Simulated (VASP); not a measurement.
# MnCl2 (R-3m) in VASP: a series of runs

MnCl2 is run at these levels: LDA+U; tasks: single point.

Program: VASP 6.6.1. These are calculated values, not measurements. Logs are shortened: lines on timing, memory, paths and dates and some standing lists are left out, and cuts for length are marked.

## (1) The cell of the first run

Symmetry: R-3m, No. 166, trigonal system. The conventional cell has a = 3.686 Å, b = 3.686 Å, c = 17.470 Å, α = 90.00°, β = 90.00°, γ = 120.00°. Mn (site symmetry -3m) has 6 Cl at 2.58 Å within 3.4 Å. Cl (site symmetry 3m) has 3 Mn at 2.58 Å within 3.4 Å.

## (2) Single point, LDA+U, collinear spin, ferromagnetic start

Input file INCAR:

```
  PREC = Accurate
  ENCUT = 520
  EDIFF = 1E-6
  ISMEAR = 0
  SIGMA = 0.05
  LREAL = F
  LASPH = T
  NELM = 150
  ALGO = Normal
  ISIF = 2
  LWAVE = F
  LCHARG = F
  ISPIN = 2
  MAGMOM = 5 0 0
  LORBIT = 11
  LMAXMIX = 4
  LDAU = T
  LDAUTYPE = 2
  LDAUL = 2 -1
  LDAUU = 7 0
  LDAUJ = 0 0
  LDAUPRINT = 1
  NBANDS = 24
```

Input file KPOINTS:

```
regular mesh
0
Gamma
  6 6 6
```

Input file POSCAR:

```
MnCl2
1.0
    1.8430003400      1.0640567400      5.8233308300
   -1.8430003400      1.0640567400      5.8233308300
    0.0000000000     -2.1281134900      5.8233308300
Mn Cl
1 2
Direct
    0.0000000000      0.0000000000      0.0000000000
    0.2500000000      0.2500000000      0.2500000000
    0.7500000000      0.7500000000      0.7500000000
```

Potentials or basis: VASP PAW LDA potentials, release 64 (Mn_pv, Cl).

The run is started by

```console
$ cat potpaw_LDA.64/Mn_pv/POTCAR potpaw_LDA.64/Cl/POTCAR > POTCAR
$ mpirun -np 1 vasp_std > vasp.out
```

OUTCAR:

```text
PREC = Accurate
   ENCUT = 520
   EDIFF = 1E-6
   ISMEAR = 0
   LREAL = F
   LASPH = T
   NELM = 150
   ISIF = 2
   ISPIN = 2
   LORBIT = 11

 ion  position               nearest neighbor table
   1  0.000  0.000  0.000-   3 2.58   3 2.58   2 2.58   2 2.58   3 2.58   2 2.58
   2  0.250  0.250  0.250-   1 2.58   1 2.58   1 2.58
   3  0.750  0.750  0.750-   1 2.58   1 2.58   1 2.58

  LATTYP: Found a trigonal (rhomboedric) cell.
 ALAT       =     6.2000039480
 COS(alpha) =     0.8232754459

  Lattice vectors:

 A1 = (   1.8430003400,   1.0640567400,   5.8233308300)
 A2 = (  -1.8430003400,   1.0640567400,   5.8233308300)
 A3 = (   0.0000000000,  -2.1281134900,   5.8233308300)

Analysis of symmetry for initial positions (statically):
=====================================================================
 Subroutine PRICEL returns:
 Original cell was already a primitive cell.

 Routine SETGRP: Setting up the symmetry group for a
 trigonal (rhombohedral) supercell.

 Subroutine GETGRP returns: Found 12 space group operations
 (whereof 12 operations were pure point group operations)
 out of a pool of 12 trial point group operations.

The static configuration has the point symmetry D_3d.

Analysis of symmetry for dynamics (positions and initial velocities):
=====================================================================
 Subroutine PRICEL returns:
 Original cell was already a primitive cell.

 Routine SETGRP: Setting up the symmetry group for a
 trigonal (rhombohedral) supercell.

 Subroutine GETGRP returns: Found 12 space group operations
 (whereof 12 operations were pure point group operations)
 out of a pool of 12 trial point group operations.

The dynamic configuration has the point symmetry D_3d.

Analysis of structural, dynamic, and magnetic symmetry:
=====================================================================
 Subroutine PRICEL returns:
 Original cell was already a primitive cell.

 Routine SETGRP: Setting up the symmetry group for a
 trigonal (rhombohedral) supercell.

 Subroutine GETGRP returns: Found 12 space group operations
 (whereof 12 operations were pure point group operations)
 out of a pool of 12 trial point group operations.

The overall configuration has the point symmetry D_3d.

 Subroutine INISYM returns: Found 12 space group operations
 (whereof 12 operations are pure point group operations),
 and found     1 'primitive' translations

----------------------------------------------------------------------------------------

                                     Primitive cell

  volume of cell :      68.5193

  direct lattice vectors                    reciprocal lattice vectors
     1.843000340  1.064056740  5.823330830     0.271296749  0.156633251  0.057241009
    -1.843000340  1.064056740  5.823330830    -0.271296749  0.156633251  0.057241009
     0.000000000 -2.128113490  5.823330830     0.000000000 -0.313266501  0.057241009

  length of vectors
     6.200003948  6.200003948  6.200003950     0.318453190  0.318453190  0.318453190

  position of ions in fractional coordinates (direct lattice)
     0.000000000  0.000000000  0.000000000
     0.250000000  0.250000000  0.250000000
     0.750000000  0.750000000  0.750000000

  ion indices of the primitive-cell ions
   primitive index   ion index
                 1           1
                 2           2
                 3           3

----------------------------------------------------------------------------------------

[... 72 lines left out ...]
   NSW    =      0    number of steps for IOM
   IBRION =     -1    ionic relax: 0-MD 1-quasi-New 2-CG
   NFREE  =      0    steps in history (QN), initial steepest desc. (CG)
   ISIF   =      2    stress and relaxation
   ISYM   =      2    0-nonsym 1-usesym 2-fastsym
   POTIM  = 0.5000    time-step for ionic-motion
   TEBEG  =    0.0;   TEEND  =   0.0 temperature during run
   PSTRESS=    0.0 pullay stress
   NELECT =      27.0000    total number of electrons
   NUPDOWN=      -1.0000    fix difference up-down
   EMIN   =  10.00;   EMAX   =-10.00  energy-range for DOS
   EFERMI =   0.00;   METHOD = LEGACY
   ISMEAR =     0;   SIGMA  =   0.05  broadening in eV -4-tet -1-fermi 0-gaus
   EFERMI_NEDOS =   21; number of points for ismear=-14 and -15
   IALGO  =     38    algorithm
   IMIX   =      4    mixing-type and parameters
     AMIX     =   0.40;   BMIX     =  1.00
     AMIX_MAG =   1.60;   BMIX_MAG =  1.00
  volume/ion in A,a.u.               =      22.84       154.13
  Fermi-wavevector in a.u.,A,eV,Ry     =   1.200213  2.268074 19.599356  1.440512
  Thomas-Fermi vector in A             =   2.336055
   LORBIT       =     11    0 simple, 1 ext, 2 COOP (PROOUT), +10 PAW based schemes
 LDA+U is selected, type is set to LDAUTYPE =  2
   angular momentum for each species LDAUL =     2   -1
   U (eV)           for each species LDAUU =   7.0  0.0
   J (eV)           for each species LDAUJ =   0.0  0.0
   GGA     = CA    functional components
   LHFCALC =     F    Hartree Fock is set to
   AEXX    =    0.0000 exact exchange contribution
   IVDW    =     0    specifies the selected vdW correction
   LEPSILON=     F    determine dielectric tensor
   LRPA    =     F    only Hartree local field effects (RPA)
 spin polarized calculation
 Gauss-broadening in eV      SIGMA  =   0.05
  energy-cutoff  :      520.00
  volume of cell :       68.52
 maximum number of plane-waves:      1863
 NGX is ok and might be reduce to    48
   NGX = 23   NGY = 23   NGZ = 23

atom =   1  type =  1  l = 2

 onsite density matrix

spin component  1

  0.9531  0.0000  0.0000  0.0126  0.0000
  0.0000  0.9614 -0.0000 -0.0000  0.0126
  0.0000 -0.0000  0.9449 -0.0000  0.0000
  0.0126 -0.0000 -0.0000  0.9614 -0.0000
  0.0000  0.0126  0.0000 -0.0000  0.9531

spin component  2

  0.0259 -0.0000 -0.0000  0.0214 -0.0000
 -0.0000  0.0379  0.0000 -0.0000  0.0214
 -0.0000  0.0000  0.0093  0.0000  0.0000
  0.0214 -0.0000  0.0000  0.0379  0.0000
 -0.0000  0.0214  0.0000  0.0000  0.0259

 occupancies and eigenvectors

  o =  0.0093  v =  0.0000  0.0000  0.0000  0.0000  0.0000  0.0000 -0.0000 -1.0000 -0.0000  0.0000      0.0000  0.0000  0.0000  0.0000  0.0000  0.0000  0.0000  0.0000  0.0000  0.0000
  o =  0.0097  v =  0.0000  0.0000  0.0000  0.0000  0.0000  0.0000 -0.6046  0.0000 -0.0000  0.7965      0.0000  0.0000  0.0000  0.0000  0.0000  0.0000  0.0000  0.0000  0.0000  0.0000
  o =  0.0097  v =  0.0000  0.0000  0.0000  0.0000  0.0000 -0.7965 -0.0000 -0.0000  0.6046  0.0000      0.0000  0.0000  0.0000  0.0000  0.0000  0.0000  0.0000  0.0000  0.0000  0.0000
  o =  0.0542  v =  0.0000  0.0000  0.0000  0.0000  0.0000  0.6046 -0.0000  0.0000  0.7965 -0.0000      0.0000  0.0000  0.0000  0.0000  0.0000  0.0000  0.0000  0.0000  0.0000  0.0000
  o =  0.0542  v =  0.0000  0.0000  0.0000  0.0000  0.0000 -0.0000  0.7965  0.0000 -0.0000  0.6046      0.0000  0.0000  0.0000  0.0000  0.0000  0.0000  0.0000  0.0000  0.0000  0.0000
  o =  0.9440  v =  0.0000 -0.5861 -0.0000 -0.0000  0.8103  0.0000  0.0000  0.0000  0.0000  0.0000      0.0000  0.0000  0.0000  0.0000  0.0000  0.0000  0.0000  0.0000  0.0000  0.0000
  o =  0.9440  v = -0.8103  0.0000  0.0000  0.5861  0.0000  0.0000  0.0000  0.0000  0.0000  0.0000      0.0000  0.0000  0.0000  0.0000  0.0000  0.0000  0.0000  0.0000  0.0000  0.0000
  o =  0.9449  v =  0.0000 -0.0000  1.0000 -0.0000  0.0000  0.0000  0.0000  0.0000  0.0000  0.0000      0.0000  0.0000  0.0000  0.0000  0.0000  0.0000  0.0000  0.0000  0.0000  0.0000
  o =  0.9705  v = -0.5861  0.0000 -0.0000 -0.8103 -0.0000  0.0000  0.0000  0.0000  0.0000  0.0000      0.0000  0.0000  0.0000  0.0000  0.0000  0.0000  0.0000  0.0000  0.0000  0.0000
  o =  0.9705  v =  0.0000  0.8103  0.0000 -0.0000  0.5861  0.0000  0.0000  0.0000  0.0000  0.0000      0.0000  0.0000  0.0000  0.0000  0.0000  0.0000  0.0000  0.0000  0.0000  0.0000

 number of electron      26.9999995 magnetization       4.9999998

 Free energy of the ion-electron system (eV)
  ---------------------------------------------------
  ext. energy  EPLUGINS =         0.00000000
  ---------------------------------------------------
  free energy    TOTEN  =       -15.29137837 eV

  energy without entropy =      -15.29137837  energy(sigma->0) =      -15.29137837

 E-fermi :   1.4220     XC(G=0):  -9.4734

 val. band max:        1.1762672277   @ k =   0.5000   0.5000   0.5000
 cond. band min:       5.2235741830   @ k =   0.0000   0.0000   0.0000
 fundamental gap:      4.0473069552
 Fermi energy:         1.4220481980

 spin component 1

 k-point     1 :       0.0000    0.0000    0.0000
  band No.  band energies     occupation
      1     -47.2406      1.00000
      2     -47.2406      1.00000
      3     -47.2380      1.00000
      4     -12.9622      1.00000
      5     -12.1507      1.00000
      6      -3.7805      1.00000
[... 1289 lines left out ...]
     23      13.6689      0.00000
     24      15.4218      0.00000

 [... further k-points ...]

------------------------ aborting loop because EDIFF is reached ----------------------------------------

  FORCE on cell =-STRESS in cart. coord.  units (eV):
  Direction    XX          YY          ZZ          XY          YZ          ZX
  --------------------------------------------------------------------------------------
  -------------------------------------------------------------------------------------
  Total       -1.3091294     -1.3091294     -1.7116654     -0.0000000      0.0000000      0.0000000
  in kB      -30.6111931    -30.6111931    -40.0236350     -0.0000000      0.0000000      0.0000000
  external PRESSURE =     -33.7486737 kB  Pullay stress =       0.0000000 kB

 VOLUME and BASIS-vectors are now :
 -----------------------------------------------------------------------------
  energy-cutoff  :      520.00
  volume of cell :       68.52
      direct lattice vectors                 reciprocal lattice vectors
     1.843000340  1.064056740  5.823330830     0.271296749  0.156633251  0.057241009
    -1.843000340  1.064056740  5.823330830    -0.271296749  0.156633251  0.057241009
     0.000000000 -2.128113490  5.823330830     0.000000000 -0.313266501  0.057241009

 POSITION                                       TOTAL-FORCE (eV/Angst)
 -----------------------------------------------------------------------------------
      0.00000      0.00000      0.00000         0.000000     -0.000000      0.000000
      0.00000     -0.00000      4.36750         0.000000     -0.000000      0.566844
      0.00000     -0.00000     13.10249         0.000000      0.000000     -0.566844
 -----------------------------------------------------------------------------------
    total drift:                               -0.000000      0.000000      0.000000

  FREE ENERGIE OF THE ION-ELECTRON SYSTEM (eV)
  ---------------------------------------------------
  free  energy   TOTEN  =       -15.2913783749 eV

  energy  without entropy=      -15.2913783749  energy(sigma->0) =      -15.29137837

 total charge

# of ion       s       p       d       tot
------------------------------------------
    1        0.203   6.152   4.894  11.250
    2        1.595   3.509   0.000   5.104
    3        1.595   3.509   0.000   5.104
--------------------------------------------------
tot          3.394  13.170   4.894  21.457

 magnetization (x)

# of ion       s       p       d       tot
------------------------------------------
    1        0.027   0.020   4.626   4.673
    2        0.004   0.030   0.000   0.035
    3        0.004   0.030   0.000   0.035
--------------------------------------------------
tot          0.035   0.081   4.626   4.742
```

Run time: 6.2 min. Hardware: 1 thread of Intel Xeon 8259CL, shared host; peak memory 0.3 GiB.

What came out:

| Quantity | Value |
| --- | --- |
| Free energy | -15.2914 eV |
| Pressure | -3.4 GPa |
| Largest force | 0.567 eV/Å |
| Band gap on the k mesh | 4.05 eV (least direct gap 4.17 eV) |
| Net moment | 5.00 μB per cell |
| Site moments | Mn +4.67; Cl +0.04 μB |
| Valence electrons inside the program's atomic spheres | Mn 11.25; Cl 5.10 |

Forces on the atoms (eV/Å):
```
Mn   0.000  0.000  0.000
Cl   0.000  0.000  0.567
Cl   0.000  0.000 -0.567
```

Stress tensor (GPa, compression positive):
```
-3.06  0.00  0.00
 0.00 -3.06  0.00
 0.00  0.00 -4.00
```

Eigenvalues of the final occupation matrices:
```
    site  spin  trace               eigenvalues
site 1 d     1   4.77  0.94 0.94 0.94 0.97 0.97
site 1 d     2   0.14  0.01 0.01 0.01 0.05 0.05
```

Caveat: the cell stands under tension; a cell with one magnetic atom can't hold antiferromagnetic order, which such compounds often take. The state reached can hang on the start; a lower one may exist.

## (3) Single point, LDA+U, collinear spin, ferromagnetic start

Input file INCAR:

```
SYSTEM = MnCl2
PREC = Accurate ; ENCUT = 520
EDIFF = 1E-6 ; ISMEAR = 0
SIGMA = 0.05 ; LREAL = .FALSE.
LASPH = .TRUE. ; NELM = 150
ALGO = Normal ; ISIF = 2
LWAVE = .FALSE. ; LCHARG = .FALSE.
ISPIN = 2 ; MAGMOM = 5 0 0
LORBIT = 11 ; LMAXMIX = 4
LDAU = .TRUE. ; LDAUTYPE = 2
LDAUL = 2 -1 ; LDAUU = 7 0
LDAUJ = 0 0 ; LDAUPRINT = 1
GGA = CA ; NBANDS = 24
```

Input file KPOINTS:

```
regular mesh
0
G
  6 6 6
  0 0 0
```

POSCAR is that of step 2.

Potentials or basis: VASP PAW LDA potentials, release 64 (Mn_pv, Cl).

The run is started by

```console
$ cat potpaw_LDA.64/Mn_pv/POTCAR potpaw_LDA.64/Cl/POTCAR > POTCAR
$ mpirun -np 1 vasp_std > vasp.out
```

It took 6 min on 1 thread of Intel Xeon 8259CL, shared host; peak memory 0.3 GiB.

Results (log left out):

- Free energy: -15.2914 eV
- Pressure: -3.4 GPa
- Largest force: 0.567 eV/Å
- Band gap on the k mesh: 4.05 eV (least direct gap 4.17 eV)
- Net moment: 5.00 μB per cell
- Site moments: Mn +4.67; Cl +0.04 μB
- Valence electrons inside the program's atomic spheres: Mn 11.25; Cl 5.10

Forces on the atoms (eV/Å):
```
Mn   0.000  0.000  0.000
Cl   0.000  0.000  0.567
Cl   0.000  0.000 -0.567
```

Stress tensor (GPa, compression positive):
```
-3.06  0.00  0.00
 0.00 -3.06  0.00
 0.00  0.00 -4.00
```

Levels at points of the mesh, in eV from the valence-band top:
Spin up:
| k point | band 13 | band 14 | band 15 | band 16 | band 17 | band 18 | band 19 | band 20 |
| --- | --- | --- | --- | --- | --- | --- | --- | --- |
| (0.00, 0.00, 0.00) | -0.74 | -0.49 | -0.12 | -0.12 | 4.05 | 6.05 | 9.37 | 9.37 |
| (0.50, 0.00, 0.00) | -1.97 | -1.62 | -0.73 | -0.34 | 5.98 | 7.18 | 8.88 | 9.16 |
| (0.50, 0.50, 0.00) | -1.84 | -1.57 | -0.07 | -0.03 | 5.15 | 6.29 | 8.16 | 9.56 |
| (0.50, 0.50, 0.50) | -0.88 | -0.88 | 0.00 | 0.00 | 5.37 | 6.14 | 9.73 | 9.73 |
Spin down:
```
           k point  band 9  band 10  band 11  band 12  band 13  band 14
(0.00, 0.00, 0.00)   -0.63    -0.63    -0.40     4.61     5.43     5.43
(0.50, 0.00, 0.00)   -1.81    -1.45    -1.45     4.71     6.20     6.20
(0.50, 0.50, 0.00)   -1.43    -1.21    -1.02     4.43     5.86     6.24
(0.50, 0.50, 0.50)   -1.23    -0.77    -0.77     5.12     5.45     5.45
```

Eigenvalues of the final occupation matrices:
```
    site  spin  trace               eigenvalues
site 1 d     1   4.77  0.94 0.94 0.94 0.97 0.97
site 1 d     2   0.14  0.01 0.01 0.01 0.05 0.05
```

Caveat: the cell stands under tension; a cell with one magnetic atom can't hold antiferromagnetic order, which such compounds often take. The state reached can hang on the start; a lower one may exist.
